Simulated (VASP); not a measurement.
# I (Cmce) in VASP: single point with revPBE

Aim: the single point of I with revPBE.

Program: VASP 6.6.1. These are calculated values, not measurements. Logs are shortened: lines on timing, memory, paths and dates and some standing lists are left out, and cuts for length are marked.

**1. The cell of the first run**

It takes space group Cmce (No. 64, orthorhombic). The conventional cell has a = 11.738 Å, b = 4.926 Å, c = 9.914 Å, α = 90.00°, β = 90.00°, γ = 90.00°. I (site symmetry m) has 3 I at 2.79 to 3.55 Å within 3.7 Å.

**2. Single point, revPBE**

The input, INCAR:

```
PREC = Accurate
ENCUT = 520
EDIFF = 1E-6
ISMEAR = -1
SIGMA = 0.05
LREAL = F
LASPH = T
NELM = 100
ALGO = Normal
ISIF = 2
LWAVE = F
LCHARG = T
GGA = RE
LELF = T
LVHAR = T
NBANDS = 22
```

The input, KPOINTS:

```
Automatic mesh
0
Gamma
  7 7 3
```

The input, POSCAR:

```
I
1.0
    5.8688005414     -2.4627842503      0.0000000000
    5.8688005414      2.4627842503      0.0000000000
    0.0000000000      0.0000000000      9.9141470052
I
4
Direct
    0.8548232227      0.1451767773      0.1209770685
    0.6451767773      0.3548232227      0.6209770685
    0.1451767773      0.8548232227      0.8790229315
    0.3548232227      0.6451767773      0.3790229315
```

Potentials or basis: VASP PAW PBE potentials, release 64 (I).

Started as:

```sh
$ cat potpaw_PBE.64/I/POTCAR > POTCAR
$ mpirun -np 1 vasp_std > vasp.out
```

OUTCAR:

```text
PREC = Accurate
   ENCUT = 520
   EDIFF = 1E-6
   ISMEAR = -1
   LREAL = F
   LASPH = T
   NELM = 100
   ISIF = 2
   GGA = RE

 ion  position               nearest neighbor table
   1  0.855  0.145  0.121-   3 2.79   4 3.55   4 3.55
   2  0.645  0.355  0.621-   4 2.79   3 3.55   3 3.55
   3  0.145  0.855  0.879-   1 2.79   2 3.55   2 3.55
   4  0.355  0.645  0.379-   2 2.79   1 3.55   1 3.55

  LATTYP: Found a base centered orthorhombic cell.
 ALAT       =     4.9255685006
 B/A-ratio  =     2.3829941826
 C/A-ratio  =     2.0127924328

  Lattice vectors:

 A1 = (  -5.8688005414,  -2.4627842503,   0.0000000000)
 A2 = (   5.8688005414,  -2.4627842503,   0.0000000000)
 A3 = (   0.0000000000,   0.0000000000,   9.9141470052)

Analysis of symmetry for initial positions (statically):
=====================================================================
 Subroutine PRICEL returns:
 Original cell was already a primitive cell.

 Routine SETGRP: Setting up the symmetry group for a
 base centered orthorhombic supercell.

 Subroutine GETGRP returns: Found  8 space group operations
 (whereof  4 operations were pure point group operations)
 out of a pool of  8 trial point group operations.

The static configuration has the point symmetry C_2h.
 The point group associated with its full space group is D_2h.

Analysis of symmetry for dynamics (positions and initial velocities):
=====================================================================
 Subroutine PRICEL returns:
 Original cell was already a primitive cell.

 Routine SETGRP: Setting up the symmetry group for a
 base centered orthorhombic supercell.

 Subroutine GETGRP returns: Found  8 space group operations
 (whereof  4 operations were pure point group operations)
 out of a pool of  8 trial point group operations.

The dynamic configuration has the point symmetry C_2h.
 The point group associated with its full space group is D_2h.

 Subroutine INISYM returns: Found  8 space group operations
 (whereof  4 operations are pure point group operations),
 and found     1 'primitive' translations

----------------------------------------------------------------------------------------

                                     Primitive cell

  volume of cell :     286.5900

  direct lattice vectors                    reciprocal lattice vectors
     5.868800541 -2.462784250  0.000000000     0.085196284 -0.203022250  0.000000000
     5.868800541  2.462784250  0.000000000     0.085196284  0.203022250  0.000000000
     0.000000000  0.000000000  9.914147005     0.000000000  0.000000000  0.100865965

  length of vectors
     6.364599442  6.364599442  9.914147005     0.220173661  0.220173661  0.100865965

  position of ions in fractional coordinates (direct lattice)
     0.854823223  0.145176777  0.120977068
     0.645176777  0.354823223  0.620977068
     0.145176777  0.854823223  0.879022932
     0.354823223  0.645176777  0.379022932

  ion indices of the primitive-cell ions
   primitive index   ion index
                 1           1
                 2           2
                 3           3
                 4           4

----------------------------------------------------------------------------------------

 KPOINTS: Automatic mesh

Automatic generation of k-mesh.
 Grid dimensions read from file:
 generate k-points for:    7    7    3

 Generating k-lattice:

  Cartesian coordinates                     Fractional coordinates (reciprocal lattice)
     0.012170898 -0.029003179  0.000000000     0.142857143  0.000000000  0.000000000
     0.012170898  0.029003179  0.000000000     0.000000000  0.142857143  0.000000000
     0.000000000  0.000000000  0.033621988     0.000000000  0.000000000  0.333333333

  Length of vectors
     0.031453380  0.031453380  0.033621988

  Shift w.r.t. Gamma in fractional coordinates (k-lattice)
     0.000000000  0.000000000  0.000000000

 Subroutine IBZKPT returns following result:
 ===========================================

 Found     32 irreducible k-points:

 Following reciprocal coordinates:
            Coordinates               Weight
  0.000000  0.000000  0.000000      1.000000
  0.142857  0.000000  0.000000      4.000000
  0.285714  0.000000  0.000000      4.000000
  0.428571  0.000000  0.000000      4.000000
  0.142857  0.142857  0.000000      2.000000
  0.285714  0.142857  0.000000      4.000000
[... 16 lines left out ...]
  0.428571  0.142857  0.333333      8.000000
 -0.428571  0.142857  0.333333      8.000000
 [... further k-points ...]
   k-points           NKPTS =     32   k-points in BZ     NKDIM =     32   number of bands    NBANDS=     22
   number of dos      NEDOS =    301   number of ions     NIONS =      4
   total plane-waves  NPLWV = 184320
   dimension x,y,z NGX =    48 NGY =   48 NGZ =   80
   dimension x,y,z NGXF=    96 NGYF=   96 NGZF=  160
   ions per type =               4
   NGX,Y,Z   is equivalent  to a cutoff of  12.54, 12.54, 13.41 a.u.
   NGXF,Y,Z  is equivalent  to a cutoff of  25.08, 25.08, 26.83 a.u.
 SYSTEM =  unknown system
   PREC   = accura    normal or accurate (medium, high low for compatibility)
   ISTART =      0    job   : 0-new  1-cont  2-samecut
   ICHARG =      2    charge: 1-file 2-atom 10-const
   ISPIN  =      1    spin polarized calculation?
   LNONCOLLINEAR =      F non collinear calculations
   LSORBIT =      F    spin-orbit coupling
   LASPH  =      T    aspherical Exc in radial PAW
   ENCUT  =  520.0 eV  38.22 Ry    6.18 a.u.  11.83 11.83 18.43*2*pi/ulx,y,z
   NELM   =    100;   NELMIN=  2; NELMDL= -5     # of ELM steps
   EDIFF  = 0.1E-05   stopping-criterion for ELM
   LREAL  =      F    real-space projection
   EDIFFG = 0.1E-04   stopping-criterion for IOM
   NSW    =      0    number of steps for IOM
   IBRION =     -1    ionic relax: 0-MD 1-quasi-New 2-CG
   NFREE  =      0    steps in history (QN), initial steepest desc. (CG)
   ISIF   =      2    stress and relaxation
   ISYM   =      2    0-nonsym 1-usesym 2-fastsym
   POTIM  = 0.5000    time-step for ionic-motion
   TEBEG  =    0.0;   TEEND  =   0.0 temperature during run
   PSTRESS=    0.0 pullay stress
   NELECT =      28.0000    total number of electrons
   NUPDOWN=      -1.0000    fix difference up-down
   EMIN   =  10.00;   EMAX   =-10.00  energy-range for DOS
   EFERMI =   0.00;   METHOD = LEGACY
   ISMEAR =    -1;   SIGMA  =   0.05  broadening in eV -4-tet -1-fermi 0-gaus
   EFERMI_NEDOS =   21; number of points for ismear=-14 and -15
   IALGO  =     38    algorithm
   IMIX   =      4    mixing-type and parameters
     AMIX     =   0.40;   BMIX     =  1.00
     AMIX_MAG =   1.60;   BMIX_MAG =  1.00
  volume/ion in A,a.u.               =      71.65       483.50
  Fermi-wavevector in a.u.,A,eV,Ry     =   0.754004  1.424862  7.735218  0.568522
  Thomas-Fermi vector in A             =   1.851573
   LORBIT       =      0    0 simple, 1 ext, 2 COOP (PROOUT), +10 PAW based schemes
   GGA     = RE    functional components
   LHFCALC =     F    Hartree Fock is set to
   AEXX    =    0.0000 exact exchange contribution
   IVDW    =     0    specifies the selected vdW correction
   LEPSILON=     F    determine dielectric tensor
   LRPA    =     F    only Hartree local field effects (RPA)
 non-spin polarized calculation
  energy-cutoff  :      520.00
  volume of cell :      286.59
 maximum number of plane-waves:      7740
   NGX = 23   NGY = 23   NGZ = 37

 number of electron      27.9999999 magnetization

 Free energy of the ion-electron system (eV)
  ---------------------------------------------------
  ext. energy  EPLUGINS =         0.00000000
  ---------------------------------------------------
  free energy    TOTEN  =        -5.30758060 eV

  energy without entropy =       -5.30757876  energy(sigma->0) =       -5.30757968

 E-fermi :  -0.4484     XC(G=0):  -5.5143

 val. band max:       -1.0431262126   @ k =   0.0000   0.0000   0.0000
 cond. band min:       0.1517726662   @ k =   0.0000   0.0000   0.0000
 fundamental gap:      1.1948988787
 Fermi energy:        -0.4484007266

 k-point     1 :       0.0000    0.0000    0.0000
  band No.  band energies     occupation
      1     -13.9497      2.00000
      2     -13.4807      2.00000
      3     -12.3467      2.00000
      4     -11.5265      2.00000
      5      -4.9974      2.00000
      6      -4.0437      2.00000
[... 14 lines left out ...]
     21       6.1528      0.00000
     22       6.3626      0.00000

 k-point     2 :       0.1429    0.0000    0.0000
  band No.  band energies     occupation
      1     -13.9132      2.00000
      2     -13.4868      2.00000
      3     -12.3148      2.00000
      4     -11.5810      2.00000
      5      -5.0079      2.00000
      6      -4.1976      2.00000
[... 14 lines left out ...]
     21       6.3163      0.00000
     22       6.4241      0.00000

 k-point     3 :       0.2857    0.0000    0.0000
  band No.  band energies     occupation
      1     -13.8158      2.00000
      2     -13.5143      2.00000
      3     -12.2234      2.00000
      4     -11.7240      2.00000
      5      -5.0444      2.00000
      6      -4.5789      2.00000
[... 14 lines left out ...]
     21       6.0611      0.00000
     22       6.3245      0.00000

 k-point     4 :       0.4286    0.0000    0.0000
  band No.  band energies     occupation
      1     -13.6910      2.00000
      2     -13.5815      2.00000
      3     -12.0826      2.00000
      4     -11.9069      2.00000
      5      -5.0510      2.00000
      6      -4.9090      2.00000
[... 14 lines left out ...]
     21       6.8817      0.00000
     22       7.0442      0.00000

 k-point     5 :       0.1429    0.1429    0.0000
  band No.  band energies     occupation
      1     -13.9490      2.00000
      2     -13.4803      2.00000
      3     -12.3461      2.00000
      4     -11.5264      2.00000
      5      -4.9964      2.00000
      6      -4.0446      2.00000
[... 417 lines left out ...]
 k-point    22 :       0.2857    0.1429    0.3333
  band No.  band energies     occupation
      1     -13.8308      2.00000
      2     -13.6270      2.00000
      3     -12.1009      2.00000
      4     -11.7440      2.00000
      5      -4.8400      2.00000
      6      -4.4493      2.00000
[... 14 lines left out ...]
     21       6.1374      0.00000
     22       6.4394      0.00000

 k-point    23 :       0.4286    0.1429    0.3333
  band No.  band energies     occupation
      1     -13.7527      2.00000
      2     -13.6056      2.00000
      3     -12.0835      2.00000
      4     -11.8379      2.00000
      5      -4.9100      2.00000
      6      -4.6367      2.00000
[... 14 lines left out ...]
     21       6.2209      0.00000
     22       6.3942      0.00000

 k-point    24 :      -0.4286    0.1429    0.3333
  band No.  band energies     occupation
      1     -13.6648      2.00000
      2     -13.6105      2.00000
      3     -12.0376      2.00000
      4     -11.9505      2.00000
      5      -4.9115      2.00000
      6      -4.8026      2.00000
[... 14 lines left out ...]
     21       6.5224      0.00000
     22       6.7369      0.00000

 [... further k-points ...]
[... 5 lines left out ...]
  --------------------------------------------------------------------------------------
  -------------------------------------------------------------------------------------
  Total        0.0357097     -0.0598597     -0.1240749      0.0000000      0.0000000      0.0000000
  in kB        0.1996345     -0.3346451     -0.6936390      0.0000000      0.0000000      0.0000000
  external PRESSURE =      -0.2762165 kB  Pullay stress =       0.0000000 kB

 VOLUME and BASIS-vectors are now :
 -----------------------------------------------------------------------------
  energy-cutoff  :      520.00
  volume of cell :      286.59
      direct lattice vectors                 reciprocal lattice vectors
     5.868800541 -2.462784250  0.000000000     0.085196284 -0.203022250  0.000000000
     5.868800541  2.462784250  0.000000000     0.085196284  0.203022250  0.000000000
     0.000000000  0.000000000  9.914147005     0.000000000  0.000000000  0.100865965

 POSITION                                       TOTAL-FORCE (eV/Angst)
 -----------------------------------------------------------------------------------
      5.86880     -1.74771      1.19938         0.000000     -0.010420     -0.017950
      5.86880     -0.71508      6.15646         0.000000      0.010420     -0.017950
      5.86880      1.74771      8.71476         0.000000      0.010420      0.017950
      5.86880      0.71508      3.75769         0.000000     -0.010420      0.017950
 -----------------------------------------------------------------------------------
    total drift:                                0.000000     -0.000000     -0.000000

  FREE ENERGIE OF THE ION-ELECTRON SYSTEM (eV)
  ---------------------------------------------------
  free  energy   TOTEN  =        -5.3075805983 eV

  energy  without entropy=       -5.3075787553  energy(sigma->0) =       -5.30757968
```

It took 3.2 min on 1 thread of AMD EPYC 7R43 (Zen 3), shared host; peak memory 0.48 GiB.

What came out:

```yaml
Free_energy: -5.3076 eV
Pressure: 0.0 GPa
Largest_force: 0.021 eV/Å
Band_gap_on_the_k_mesh: 1.19 eV, direct
```

Forces on the atoms (eV/Å):
```
I    0.000 -0.010 -0.018
I    0.000  0.010 -0.018
I    0.000  0.010  0.018
I    0.000 -0.010  0.018
```

Caveat: the PAW data sets were made with another functional, which shifts forces and pressure a little; spin-orbit coupling is left out, which moves the levels of the heavy elements.
